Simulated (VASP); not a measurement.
# Sc (Fm-3m) in VASP: further runs, part 2 of 2

VASP 6.6.1. Earlier steps stand in the parts before.

### 5 Single point, revPBE (volume scaled by 1.08)

Input file INCAR:

```
SYSTEM = Sc
PREC = Accurate ; ENCUT = 520
EDIFF = 1E-6 ; ISMEAR = -1
SIGMA = 0.1 ; LREAL = .FALSE.
LASPH = .TRUE. ; NELM = 100
ALGO = Normal ; ISIF = 2
LWAVE = .FALSE. ; LCHARG = .TRUE.
GGA = RE ; LELF = .TRUE.
LVHAR = .TRUE. ; NBANDS = 12
```

Input file KPOINTS:

```
Automatic mesh
0
G
  13 13 13
  0 0 0
```

Input file POSCAR:

```
Sc
1.0
    0.0000000000      2.3978432682      2.3978432682
    2.3978432682      0.0000000000      2.3978432682
    2.3978432682      2.3978432682      0.0000000000
Sc
1
Direct
    0.0000000000      0.0000000000      0.0000000000
```

Potentials or basis: VASP PAW PBE potentials, release 64 (Sc_sv).

Command:

```console
$ cat potpaw_PBE.64/Sc_sv/POTCAR > POTCAR
$ mpirun -np 1 vasp_std > vasp.out
```

OUTCAR:

```text
SYSTEM = Sc
   PREC = Accurate
   ENCUT = 520
   EDIFF = 1E-6
   ISMEAR = -1
   LREAL = .FALSE.
   LASPH = .TRUE.
   NELM = 100
   ISIF = 2
   GGA = RE

 ion  position               nearest neighbor table
   1  0.000  0.000  0.000-

  LATTYP: Found a face centered cubic cell.
 ALAT       =     4.7956865364

  Lattice vectors:

 A1 = (   0.0000000000,   2.3978432682,   2.3978432682)
 A2 = (   2.3978432682,   0.0000000000,   2.3978432682)
[... 539 lines left out ...]
     12      14.2338      0.00000

 [... further k-points ...]

------------------------ aborting loop because EDIFF is reached ----------------------------------------

  FORCE on cell =-STRESS in cart. coord.  units (eV):
  Direction    XX          YY          ZZ          XY          YZ          ZX
  --------------------------------------------------------------------------------------
  -------------------------------------------------------------------------------------
  Total       -0.5684312     -0.5684312     -0.5684312      0.0000000      0.0000000      0.0000000
  in kB      -33.0290515    -33.0290515    -33.0290515      0.0000000      0.0000000      0.0000000
  external PRESSURE =     -33.0290515 kB  Pullay stress =       0.0000000 kB

 VOLUME and BASIS-vectors are now :
 -----------------------------------------------------------------------------
  energy-cutoff  :      520.00
  volume of cell :       27.57
      direct lattice vectors                 reciprocal lattice vectors
     0.000000000  2.397843268  2.397843268    -0.208520718  0.208520718  0.208520718
     2.397843268  0.000000000  2.397843268     0.208520718 -0.208520718  0.208520718
     2.397843268  2.397843268  0.000000000     0.208520718  0.208520718 -0.208520718

 POSITION                                       TOTAL-FORCE (eV/Angst)
 -----------------------------------------------------------------------------------
      0.00000      0.00000      0.00000         0.000000     -0.000000      0.000000
 -----------------------------------------------------------------------------------
    total drift:                               -0.000000     -0.000000     -0.000000

  FREE ENERGIE OF THE ION-ELECTRON SYSTEM (eV)
  ---------------------------------------------------
  free  energy   TOTEN  =        -5.9607430706 eV

  energy  without entropy=       -5.8893878438  energy(sigma->0) =       -5.92506546
```

OSZICAR:

```text
N       E                     dE             d eps       ncg     rms          rms(c)
DAV:   1     0.758830174134E+02    0.75883E+02   -0.51276E+03  2016   0.887E+02
DAV:   2    -0.518512050718E+01   -0.81068E+02   -0.79599E+02  2016   0.287E+02
DAV:   3    -0.669585745237E+01   -0.15107E+01   -0.14732E+01  2752   0.505E+01
DAV:   4    -0.672149536714E+01   -0.25638E-01   -0.25602E-01  2536   0.528E+00
DAV:   5    -0.672194615666E+01   -0.45079E-03   -0.45078E-03  2716   0.663E-01    0.486E+00
DAV:   6    -0.604561560401E+01    0.67633E+00   -0.10458E+00  3060   0.143E+01    0.144E+00
DAV:   7    -0.596536561171E+01    0.80250E-01   -0.20422E-01  3184   0.605E+00    0.692E-01
DAV:   8    -0.596225256193E+01    0.31130E-02   -0.24312E-02  2948   0.223E+00    0.222E-01
DAV:   9    -0.596075820120E+01    0.14944E-02   -0.53604E-03  3032   0.102E+00    0.392E-02
DAV:  10    -0.596074788104E+01    0.10320E-04   -0.18395E-04  3108   0.163E-01    0.141E-02
DAV:  11    -0.596074282131E+01    0.50597E-05   -0.16552E-05  3120   0.566E-02    0.113E-03
DAV:  12    -0.596074307062E+01   -0.24931E-06   -0.85800E-08  1280   0.335E-03
   1 F= -.59607431E+01 E0= -.59250655E+01  d E =-.713552E-01
```

stdout:

```text
POSCAR found type information on POSCAR Sc
 POSCAR found :  1 types and       1 ions
 scaLAPACK will be used
 -----------------------------------------------------------------------------
|                                                                             |
|                                                                             |
|     You enforced a specific xc type in the INCAR file but a different       |
|     I HOPE YOU KNOW WHAT YOU ARE DOING!                                     |
|                                                                             |
 -----------------------------------------------------------------------------

 LDA part: xc-table for (Slater+PW92), standard interpolation
 POSCAR, INCAR and KPOINTS ok, starting setup
 FFT: planning ... GRIDC
 FFT: planning ... GRID_SOFT
 FFT: planning ... GRID
 WAVECAR not read
 entering main loop
```

Run time: 25 s. Hardware: 1 thread of Intel Xeon Platinum 8488C (Sapphire Rapids), shared host; peak memory 0.17 GiB.

What came out:

```yaml
Free_energy: -5.9607 eV
Pressure: -3.3 GPa
```

Caveat: the PAW data sets were made with another functional, which shifts forces and pressure a little.

### 6 Single point, revPBE (volume scaled by 1.12)

Input file INCAR:

```
SYSTEM = Sc
PREC = Accurate
ENCUT = 520
EDIFF = 1E-6
ISMEAR = -1
SIGMA = 0.1
LREAL = .FALSE.
LASPH = .TRUE.
NELM = 80
ALGO = Normal
ISIF = 2
LWAVE = .FALSE.
LCHARG = .FALSE.
GGA = RE
NBANDS = 12
```

KPOINTS is that of step 5.

Input file POSCAR:

```
Sc
1.0
    0.0000000000      2.4270881415      2.4270881415
    2.4270881415      0.0000000000      2.4270881415
    2.4270881415      2.4270881415      0.0000000000
Sc
1
Direct
    0.0000000000      0.0000000000      0.0000000000
```

Potentials or basis: VASP PAW PBE potentials, release 64 (Sc_sv).

Command:

```console
$ cat potpaw_PBE.64/Sc_sv/POTCAR > POTCAR
$ mpirun -np 1 vasp_std > vasp.out
```

OUTCAR:

```text
SYSTEM = Sc
   PREC = Accurate
   ENCUT = 520
   EDIFF = 1E-6
   ISMEAR = -1
   LREAL = .FALSE.
   LASPH = .TRUE.
   NELM = 80
   ISIF = 2
   GGA = RE

 ion  position               nearest neighbor table
   1  0.000  0.000  0.000-

  LATTYP: Found a face centered cubic cell.
 ALAT       =     4.8541762830

  Lattice vectors:

 A1 = (   0.0000000000,   2.4270881415,   2.4270881415)
 A2 = (   2.4270881415,   0.0000000000,   2.4270881415)
 A3 = (   2.4270881415,   2.4270881415,   0.0000000000)

Analysis of symmetry for initial positions (statically):
=====================================================================
 Subroutine PRICEL returns:
 Original cell was already a primitive cell.

 Routine SETGRP: Setting up the symmetry group for a
 face centered cubic supercell.

 Subroutine GETGRP returns: Found 48 space group operations
 (whereof 48 operations were pure point group operations)
 out of a pool of 48 trial point group operations.

The static configuration has the point symmetry O_h .

Analysis of symmetry for dynamics (positions and initial velocities):
=====================================================================
 Subroutine PRICEL returns:
 Original cell was already a primitive cell.

 Routine SETGRP: Setting up the symmetry group for a
 face centered cubic supercell.

 Subroutine GETGRP returns: Found 48 space group operations
 (whereof 48 operations were pure point group operations)
 out of a pool of 48 trial point group operations.

The dynamic configuration has the point symmetry O_h .

 Subroutine INISYM returns: Found 48 space group operations
 (whereof 48 operations are pure point group operations),
 and found     1 'primitive' translations

----------------------------------------------------------------------------------------

                                     Primitive cell

  volume of cell :      28.5948

[... 111 lines left out ...]
   GGA     = RE    functional components
   LHFCALC =     F    Hartree Fock is set to
   AEXX    =    0.0000 exact exchange contribution
   IVDW    =     0    specifies the selected vdW correction
   LEPSILON=     F    determine dielectric tensor
   LRPA    =     F    only Hartree local field effects (RPA)
 non-spin polarized calculation
  energy-cutoff  :      520.00
  volume of cell :       28.59
 maximum number of plane-waves:       787
 NGX is ok and might be reduce to    28
   NGX = 13   NGY = 13   NGZ = 13

 number of electron      10.9999999 magnetization

 Free energy of the ion-electron system (eV)
  ---------------------------------------------------
  ext. energy  EPLUGINS =         0.00000000
  ---------------------------------------------------
  free energy    TOTEN  =        -5.93586613 eV

  energy without entropy =       -5.86225555  energy(sigma->0) =       -5.89906084

 E-fermi :   2.9976     XC(G=0):  -9.2133

 val. band max:        2.9483076093   @ k =  -0.3077   0.3077   0.0769
 cond. band min:       3.0014817638   @ k =  -0.3077   0.2308   0.0769
 fundamental gap:      0.0531741545
 Fermi energy:         2.9975504988

 k-point     1 :       0.0000    0.0000    0.0000
  band No.  band energies     occupation
      1     -46.9562      2.00000
      2     -25.3856      2.00000
      3     -25.3856      2.00000
      4     -25.3856      2.00000
      5      -1.8898      2.00000
      6       4.3763      0.00000
      7       4.3763      0.00000
      8       4.3763      0.00000
      9       5.4998      0.00000
     10       5.4998      0.00000
     11      14.6745      0.00000
     12      17.5037      0.00000
[... 331 lines left out ...]
 k-point    24 :       0.4615    0.1538    0.0000
  band No.  band energies     occupation
      1     -46.9256      2.00000
      2     -25.5862      2.00000
      3     -25.4419      2.00000
      4     -25.4289      2.00000
      5       1.3534      2.00000
      6       2.9449      1.25717
      7       4.0203      0.00007
      8       4.6545      0.00000
      9       6.2378      0.00000
     10       6.3046      0.00000
     11       9.1195      0.00000
     12      13.7642      0.00000

 [... further k-points ...]

------------------------ aborting loop because EDIFF is reached ----------------------------------------

  FORCE on cell =-STRESS in cart. coord.  units (eV):
  Direction    XX          YY          ZZ          XY          YZ          ZX
  --------------------------------------------------------------------------------------
  -------------------------------------------------------------------------------------
  Total       -0.8199242     -0.8199242     -0.8199242      0.0000000     -0.0000000      0.0000000
  in kB      -45.9407050    -45.9407050    -45.9407050      0.0000000     -0.0000000      0.0000000
  external PRESSURE =     -45.9407050 kB  Pullay stress =       0.0000000 kB

 VOLUME and BASIS-vectors are now :
 -----------------------------------------------------------------------------
  energy-cutoff  :      520.00
  volume of cell :       28.59
      direct lattice vectors                 reciprocal lattice vectors
     0.000000000  2.427088142  2.427088142    -0.206008176  0.206008176  0.206008176
     2.427088142  0.000000000  2.427088142     0.206008176 -0.206008176  0.206008176
     2.427088142  2.427088142  0.000000000     0.206008176  0.206008176 -0.206008176

 POSITION                                       TOTAL-FORCE (eV/Angst)
 -----------------------------------------------------------------------------------
      0.00000      0.00000      0.00000         0.000000      0.000000      0.000000
 -----------------------------------------------------------------------------------
    total drift:                               -0.000000     -0.000000     -0.000000

  FREE ENERGIE OF THE ION-ELECTRON SYSTEM (eV)
  ---------------------------------------------------
  free  energy   TOTEN  =        -5.9358661295 eV

  energy  without entropy=       -5.8622555508  energy(sigma->0) =       -5.89906084
```

OSZICAR:

```text
N       E                     dE             d eps       ncg     rms          rms(c)
DAV:   1     0.740434389027E+02    0.74043E+02   -0.49999E+03  2024   0.867E+02
DAV:   2    -0.520005809708E+01   -0.79243E+02   -0.77808E+02  2016   0.282E+02
DAV:   3    -0.670175367558E+01   -0.15017E+01   -0.14700E+01  2732   0.502E+01
DAV:   4    -0.672837701432E+01   -0.26623E-01   -0.26583E-01  2540   0.534E+00
DAV:   5    -0.672886656112E+01   -0.48955E-03   -0.48953E-03  2692   0.649E-01    0.478E+00
DAV:   6    -0.602266007759E+01    0.70621E+00   -0.10961E+00  3064   0.145E+01    0.141E+00
DAV:   7    -0.594078431279E+01    0.81876E-01   -0.20821E-01  3172   0.603E+00    0.711E-01
DAV:   8    -0.593761674488E+01    0.31676E-02   -0.26765E-02  2912   0.233E+00    0.233E-01
DAV:   9    -0.593588252092E+01    0.17342E-02   -0.61486E-03  3036   0.108E+00    0.403E-02
DAV:  10    -0.593587237986E+01    0.10141E-04   -0.21136E-04  3120   0.175E-01    0.152E-02
DAV:  11    -0.593586589853E+01    0.64813E-05   -0.20871E-05  3116   0.628E-02    0.111E-03
DAV:  12    -0.593586612946E+01   -0.23093E-06   -0.10840E-07  1308   0.341E-03
   1 F= -.59358661E+01 E0= -.58990608E+01  d E =-.736106E-01
```

stdout:

```text
POSCAR found type information on POSCAR Sc
 POSCAR found :  1 types and       1 ions
 scaLAPACK will be used
 -----------------------------------------------------------------------------
|                                                                             |
|                                                                             |
|     You enforced a specific xc type in the INCAR file but a different       |
|     I HOPE YOU KNOW WHAT YOU ARE DOING!                                     |
|                                                                             |
 -----------------------------------------------------------------------------

 LDA part: xc-table for (Slater+PW92), standard interpolation
 POSCAR, INCAR and KPOINTS ok, starting setup
 FFT: planning ... GRIDC
 FFT: planning ... GRID_SOFT
 FFT: planning ... GRID
 WAVECAR not read
 entering main loop
```

It took 25 s on 1 thread of Intel Xeon Platinum 8488C (Sapphire Rapids), shared host; peak memory 0.17 GiB.

What came out:

| Item | Value |
| --- | --- |
| Free energy | -5.9359 eV |
| Pressure | -4.6 GPa |

Caveat: the PAW data sets were made with another functional, which shifts forces and pressure a little.

### 7 Summary

```tsv
cell	gap on the mesh (eV)	pressure (GPa)
a = 3.167 Å, angles 60.0°, 1 atom	none	7.6
a = 3.305 Å, angles 60.0°, 1 atom	none	0.0
a = 3.349 Å, angles 60.0°, 1 atom	none	-1.8
a = 3.391 Å, angles 60.0°, 1 atom	none	-3.3
a = 3.432 Å, angles 60.0°, 1 atom	none	-4.6
```

Alike in all rows: task single point; level revPBE; potentials or basis VASP PAW PBE potentials, release 64 (Sc_sv); no spin polarisation; k mesh 13 × 13 × 13; cutoff (eV) 520; smearing fermi-dirac 0.1 eV.

Caveats: the PAW data sets were made with another functional, which shifts forces and pressure a little.

Absolute energies hang on the potentials; compare differences alone.
